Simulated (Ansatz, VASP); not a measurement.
## Ag: VASP beside Ansatz

Contents of INCAR:

```
PREC     = Accurate       # precision mode
ENCUT    = 520            # plane-wave cutoff, eV
EDIFF    = 1E-6           # SCF threshold, eV
ISMEAR   = 0              # smearing method
SIGMA    = 0.1            # smearing width, eV
LREAL    = False          # projectors in reciprocal space
LASPH    = True           # aspherical terms in the spheres
NELM     = 80             # most SCF steps
ALGO     = Fast           # electronic algorithm
ISIF     = 2              # what is computed and relaxed
LWAVE    = False          # write WAVECAR
LCHARG   = False          # write CHGCAR
GGA      = PS             # functional
NBANDS   = 18             # bands
```

The input KPOINTS:

```
Automatic mesh
0
Gamma
  18 18 10
```

File POSCAR:

```
Ag
1.0
    2.9957179373      0.0000000000      0.0000000000
   -1.4978589687      2.5943678363      0.0000000000
    0.0000000000      0.0000000000      4.4663397000
Ag
2
Direct
    0.3333333333      0.6666666667      0.2500000000
    0.6666666667      0.3333333333      0.7500000000
```

Input for Ansatz:

```yaml
crystal:
  lattice:
    - [2.9957179373, 0.0, 0.0]
    - [-1.4978589687, 2.5943678363, 0.0]
    - [0.0, 0.0, 4.4663397]
  atoms:
    - { symbol: Ag, position: [0.3333333333, 0.6666666667, 0.25] }
    - { symbol: Ag, position: [0.6666666667, 0.3333333333, 0.75] }
basis:
  ecutwfc: 420
kpoints:
  mp_grid: { grid: [18, 18, 10] }
hamiltonian:
  xc: pbesol
scf:
  occupations: { method: gaussian, width: 0.1 }
output:
  forces: true
  stress: true
  eigenvalues: true
  populations: true
```

Alike in both runs: task single point; functional PBEsol; k mesh 18 × 18 × 10; occupations gaussian, width 0.1 eV; no spin polarisation.

|  | VASP | Ansatz |
| --- | --- | --- |
| version | VASP 6.6.1 | Ansatz 0.2.0 |
| potentials or method | VASP PAW PBE potentials, release 64 (Ag), cutoff 520 eV | scalar-relativistic, plane waves, PAW |
| valence electrons in the cell | 22 | 38 |

VASP gave:

- gap on the k mesh at the Fermi level (eV): none
- pressure (GPa): -3.4
- traceless stress, the component that is largest in VASP (GPa): 5.72

Problem. Which values does Ansatz return?

Solution. gap on the k mesh at the Fermi level (eV): none; pressure (GPa): -3.1; traceless stress, the component that is largest in VASP (GPa): 5.77.

VASP's potentials were made for PBE, not for PBEsol. A gap of «none» marks a metal or a gap that the smearing closes. VASP's potentials hold 22 valence electrons a cell and Ansatz's 38, so a difference there can come from the potentials and not from the codes.
